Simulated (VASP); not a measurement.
# Cs2H3 in VASP: a series of runs, part 2 of 2

VASP 6.6.1. The steps go on from the part before.

## 3. Single point, PBE

This run uses another cell than the first one: it holds 10 atoms, not 5.

Contents of INCAR:

```
SYSTEM = Cs2H3
ALGO     = Normal         ! electronic algorithm
EDIFF    = 1E-6           ! SCF threshold, eV
ENCUT    = 520            ! plane-wave cutoff, eV
GGA      = PE             ! functional
ISIF     = 2              ! what is computed and relaxed
ISMEAR   = 0              ! smearing method
LASPH    = .TRUE.         ! aspherical terms in the spheres
LCHARG   = .FALSE.        ! write CHGCAR
LREAL    = .FALSE.        ! projectors in reciprocal space
LWAVE    = .FALSE.        ! write WAVECAR
NBANDS   = 32             ! bands
NELM     = 100            ! most SCF steps
PREC     = Accurate       ! precision mode
SIGMA    = 0.2            ! smearing width, eV
```

Contents of KPOINTS:

```
k-points
0
G
  6 4 2
  0 0 0
```

Contents of POSCAR:

```
Cs2H3
1.0
   -0.0030308701      0.0073343292      4.0580013470
    7.6911202905      0.0288623486     -0.0053390145
    0.0504209468     13.5412324373      0.0204494310
Cs H
4 6
Direct
    0.4956536541      1.0053861749      0.3344734473
    0.5022199432      0.4925819215      0.8344202264
    0.4992811167      0.5081367937      0.1651919212
    0.5025889295     -0.0062422098      0.6650960080
    0.0021566896      0.4982618235      1.0003378428
   -0.0016363123      0.9977590216      0.4998420618
   -0.0031816006      0.7597212945      0.2474889097
    0.0035021085      0.2424351902      0.7508616806
   -0.0022214357      0.2588065450      0.2532371599
    0.0016369071      0.7431534451      0.7490507422
```

Potentials or basis: VASP PAW PBE potentials, release 64 (Cs_sv, H).

Command:

```console
cat potpaw_PBE.64/Cs_sv/POTCAR potpaw_PBE.64/H/POTCAR > POTCAR
mpirun -np 1 vasp_std > vasp.out
```

OUTCAR:

```text
SYSTEM = Cs2H3
   EDIFF = 1E-6
   ENCUT = 520
   GGA = PE
   ISIF = 2
   ISMEAR = 0
   LASPH = .TRUE.
   LREAL = .FALSE.
   NELM = 100
   PREC = Accurate

 ion  position               nearest neighbor table
   1  0.496  0.005  0.334-
   2  0.502  0.493  0.834-
   3  0.499  0.508  0.165-
   4  0.503  0.994  0.665-
   5  0.002  0.498  0.000-
   6  0.998  0.998  0.500-
   7  0.997  0.760  0.247-
   8  0.004  0.242  0.751-
   9  0.998  0.259  0.253-
  10  0.002  0.743  0.749-

  LATTYP: Found a triclinic cell.
 ALAT       =    14.1234231181
 B/A-ratio  =     0.2873247564
 C/A-ratio  =     0.5445688510
 COS(alpha) =     0.0014342708
 COS(beta)  =     0.0075790601
 COS(gamma) =     0.2841466481

  Lattice vectors:

 A1 = (  -0.0534518169, -13.5338981081,   4.0375519160)
 A2 = (  -0.0030308701,   0.0073343292,   4.0580013470)
 A3 = (  -7.6911202905,  -0.0288623486,   0.0053390145)

Analysis of symmetry for initial positions (statically):
=====================================================================
 Subroutine PRICEL returns:
 Original cell was already a primitive cell.

 Routine SETGRP: Setting up the symmetry group for a
 triclinic supercell.

 Subroutine GETGRP returns: Found  1 space group operations
 (whereof  1 operations were pure point group operations)
 out of a pool of  2 trial point group operations.

The static configuration has the point symmetry C_1 .

Analysis of symmetry for dynamics (positions and initial velocities):
=====================================================================
 Subroutine PRICEL returns:
 Original cell was already a primitive cell.

 Routine SETGRP: Setting up the symmetry group for a
 triclinic supercell.

 Subroutine GETGRP returns: Found  1 space group operations
 (whereof  1 operations were pure point group operations)
 out of a pool of  2 trial point group operations.

The dynamic configuration has the point symmetry C_1 .

 Subroutine INISYM returns: Found  1 space group operations
 (whereof  1 operations are pure point group operations),
 and found     1 'primitive' translations

----------------------------------------------------------------------------------------

                                     Primitive cell

  volume of cell :     422.6224

  direct lattice vectors                    reciprocal lattice vectors
    -0.003030870  0.007334329  4.058001347     0.000172464 -0.000372787  0.246427532
     7.691120290  0.028862349 -0.005339015     0.130021956 -0.000484286  0.000097987
     0.050420947 13.541232437  0.020449431    -0.000277228  0.073849756 -0.000133681

  length of vectors
     4.058009107  7.691176299 13.541341749     0.246427874  0.130022894  0.073850397

  position of ions in fractional coordinates (direct lattice)
     0.495653654  0.005386175  0.334473447
     0.502219943  0.492581921  0.834420226
     0.499281117  0.508136794  0.165191921
     0.502588929  0.993757790  0.665096008
     0.002156690  0.498261824  0.000337843
     0.998363688  0.997759022  0.499842062
     0.996818399  0.759721294  0.247488910
     0.003502109  0.242435190  0.750861681
[... 39 lines left out ...]

 Found     28 irreducible k-points:

 Following reciprocal coordinates:
            Coordinates               Weight
  0.000000  0.000000  0.000000      1.000000
  0.166667 -0.000000  0.000000      2.000000
  0.333333  0.000000  0.000000      2.000000
  0.500000 -0.000000  0.000000      1.000000
 -0.000000  0.250000  0.000000      2.000000
  0.166667  0.250000 -0.000000      2.000000
[... 16 lines left out ...]
 -0.333333  0.250000  0.500000      2.000000
 -0.166667  0.250000  0.500000      2.000000
 [... further k-points ...]
   k-points           NKPTS =     28   k-points in BZ     NKDIM =     28   number of bands    NBANDS=     32
   number of dos      NEDOS =    301   number of ions     NIONS =     10
   total plane-waves  NPLWV = 194400
   dimension x,y,z NGX =    30 NGY =   60 NGZ =  108
   dimension x,y,z NGXF=    60 NGYF=  120 NGZF=  216
   ions per type =               4   6
   NGX,Y,Z   is equivalent  to a cutoff of  12.29, 12.97, 13.26 a.u.
   NGXF,Y,Z  is equivalent  to a cutoff of  24.58, 25.94, 26.52 a.u.
 SYSTEM =  Cs2H3
   PREC   = accura    normal or accurate (medium, high low for compatibility)
   ISTART =      0    job   : 0-new  1-cont  2-samecut
   ICHARG =      2    charge: 1-file 2-atom 10-const
   ISPIN  =      1    spin polarized calculation?
   LNONCOLLINEAR =      F non collinear calculations
   LSORBIT =      F    spin-orbit coupling
   LASPH  =      T    aspherical Exc in radial PAW
   ENCUT  =  520.0 eV  38.22 Ry    6.18 a.u.   7.55 14.30 25.18*2*pi/ulx,y,z
   NELM   =    100;   NELMIN=  2; NELMDL= -5     # of ELM steps
   EDIFF  = 0.1E-05   stopping-criterion for ELM
   LREAL  =      F    real-space projection
   EDIFFG = 0.1E-04   stopping-criterion for IOM
   NSW    =      0    number of steps for IOM
   IBRION =     -1    ionic relax: 0-MD 1-quasi-New 2-CG
   NFREE  =      0    steps in history (QN), initial steepest desc. (CG)
   ISIF   =      2    stress and relaxation
   ISYM   =      2    0-nonsym 1-usesym 2-fastsym
   POTIM  = 0.5000    time-step for ionic-motion
   TEBEG  =    0.0;   TEEND  =   0.0 temperature during run
   PSTRESS=    0.0 pullay stress
   NELECT =      42.0000    total number of electrons
   NUPDOWN=      -1.0000    fix difference up-down
   EMIN   =  10.00;   EMAX   =-10.00  energy-range for DOS
   EFERMI =   0.00;   METHOD = LEGACY
   ISMEAR =     0;   SIGMA  =   0.20  broadening in eV -4-tet -1-fermi 0-gaus
   EFERMI_NEDOS =   21; number of points for ismear=-14 and -15
   IALGO  =     38    algorithm
   IMIX   =      4    mixing-type and parameters
     AMIX     =   0.40;   BMIX     =  1.00
     AMIX_MAG =   1.60;   BMIX_MAG =  1.00
  volume/ion in A,a.u.               =      42.26       285.20
  Fermi-wavevector in a.u.,A,eV,Ry     =   0.758299  1.432977  7.823584  0.575017
  Thomas-Fermi vector in A             =   1.856838
   LORBIT       =      0    0 simple, 1 ext, 2 COOP (PROOUT), +10 PAW based schemes
   GGA     = PE    functional components
   LHFCALC =     F    Hartree Fock is set to
   AEXX    =    0.0000 exact exchange contribution
   IVDW    =     0    specifies the selected vdW correction
   LEPSILON=     F    determine dielectric tensor
   LRPA    =     F    only Hartree local field effects (RPA)
 non-spin polarized calculation
 Gauss-broadening in eV      SIGMA  =   0.20
  energy-cutoff  :      520.00
  volume of cell :      422.62
 maximum number of plane-waves:     11422
   NGX = 15   NGY = 29   NGZ = 51

 number of electron      42.0000003 magnetization

 Free energy of the ion-electron system (eV)
  ---------------------------------------------------
  ext. energy  EPLUGINS =         0.00000000
  ---------------------------------------------------
  free energy    TOTEN  =       -20.11122904 eV

  energy without entropy =      -19.88304426  energy(sigma->0) =      -19.99713665

 E-fermi :  -2.2272     XC(G=0):  -5.3930

 val. band max:       -2.2274595085   @ k =   0.5000   0.5000   0.5000
 cond. band min:      -2.2271462158   @ k =   0.5000   0.5000   0.0000
 fundamental gap:      0.0003132927
 Fermi energy:        -2.2272416038

 k-point     1 :       0.0000    0.0000    0.0000
  band No.  band energies     occupation
      1     -22.8298      2.00000
      2     -22.8149      2.00000
      3     -22.7990      2.00000
      4     -22.7838      2.00000
      5      -9.9445      2.00000
      6      -9.9239      2.00000
[... 829 lines left out ...]
     31       3.8928      0.00000
     32       3.9111      0.00000

 [... further k-points ...]
[... 5 lines left out ...]
  --------------------------------------------------------------------------------------
  -------------------------------------------------------------------------------------
  Total       -0.0409639     -0.0702337      0.5092320     -0.0113859     -0.0272554      0.0121509
  in kB       -0.1552957     -0.2662585      1.9305175     -0.0431642     -0.1033262      0.0460645
  external PRESSURE =       0.5029878 kB  Pullay stress =       0.0000000 kB

 VOLUME and BASIS-vectors are now :
 -----------------------------------------------------------------------------
  energy-cutoff  :      520.00
  volume of cell :      422.62
      direct lattice vectors                 reciprocal lattice vectors
    -0.003030870  0.007334329  4.058001347     0.000172464 -0.000372787  0.246427532
     7.691120290  0.028862349 -0.005339015     0.130021956 -0.000484286  0.000097987
     0.050420947 13.541232437  0.020449431    -0.000277228  0.073849756 -0.000133681

 POSITION                                       TOTAL-FORCE (eV/Angst)
 -----------------------------------------------------------------------------------
      0.05679      4.53297      2.01817         0.004034      0.000714      0.009633
      3.82906     11.31698      2.05244        -0.002973      0.001515      0.001067
      3.91496      2.25523      2.02675        -0.004748      0.007811     -0.001537
      7.67512      9.03859      2.04780         0.004743      0.003965     -0.007022
      3.83220      0.01897      0.00610         0.002289     -0.005361     -0.003533
      7.69606      6.80460      4.05626         0.001323     -0.000088      0.001766
      5.85257      3.38054      4.04610        -0.005905      0.000487      0.001022
      1.90245     10.17462      0.02827         0.000738     -0.001800     -0.002318
      2.00026      3.44393      4.05278         0.003778     -0.008697     -0.001584
      5.75345     10.16453      0.01799        -0.003278      0.001455      0.002506
 -----------------------------------------------------------------------------------
    total drift:                               -0.000063      0.000007     -0.000017

  FREE ENERGIE OF THE ION-ELECTRON SYSTEM (eV)
  ---------------------------------------------------
  free  energy   TOTEN  =       -20.1112290438 eV

  energy  without entropy=      -19.8830442610  energy(sigma->0) =      -19.99713665
```

Run time: 15 min. Hardware: 1 thread of Intel Xeon 8259CL, shared host; peak memory 0.63 GiB.

What came out:

```
Free energy            : -20.1112 eV
Pressure               : 0.1 GPa
Largest force          : 0.010 eV/Å
Band gap on the k mesh : zero (bands 21 and 22 overlap by 0.32 eV)
```

Forces on the atoms (eV/Å):
```
Cs   0.004  0.001  0.010
Cs  -0.003  0.002  0.001
Cs  -0.005  0.008 -0.002
Cs   0.005  0.004 -0.007
H    0.002 -0.005 -0.004
H    0.001  0.000  0.002
H   -0.006  0.000  0.001
H    0.001 -0.002 -0.002
H    0.004 -0.009 -0.002
H   -0.003  0.001  0.003
```

Levels at points of the mesh, in eV from the Fermi level:
```
           k point  band 18  band 19  band 20  band 21  band 22  band 23  band 24  band 25  band 26  band 27
(0.00, 0.00, 0.00)    -0.79    -0.38     0.12     0.13     0.13     3.55     4.15     4.36     4.39     4.47
(0.50, 0.00, 0.00)    -0.51    -0.50    -0.29    -0.02     0.26     3.90     4.71     5.00     5.02     5.18
(0.00, 0.50, 0.00)    -0.79    -0.37    -0.36     0.12     0.12     3.54     3.54     4.83     4.84     5.00
(0.50, 0.50, 0.00)    -0.54    -0.28    -0.27     0.00     0.00     4.67     4.67     5.22     5.22     5.37
(0.00, 0.00, 0.50)    -1.04    -0.08    -0.07     0.12     0.13     3.78     3.78     4.58     4.58     4.61
(0.50, 0.00, 0.50)    -0.51    -0.44    -0.43     0.15     0.15     4.18     4.18     5.21     5.21     5.26
(0.00, 0.50, 0.50)    -0.79    -0.38    -0.37     0.12     0.12     3.56     3.57     4.75     4.76     4.92
(0.50, 0.50, 0.50)    -0.53    -0.29    -0.28     0.00     0.01     4.70     4.71     5.19     5.19     5.43
```

Caveat: spin-orbit coupling is left out, which moves the levels of the heavy elements.
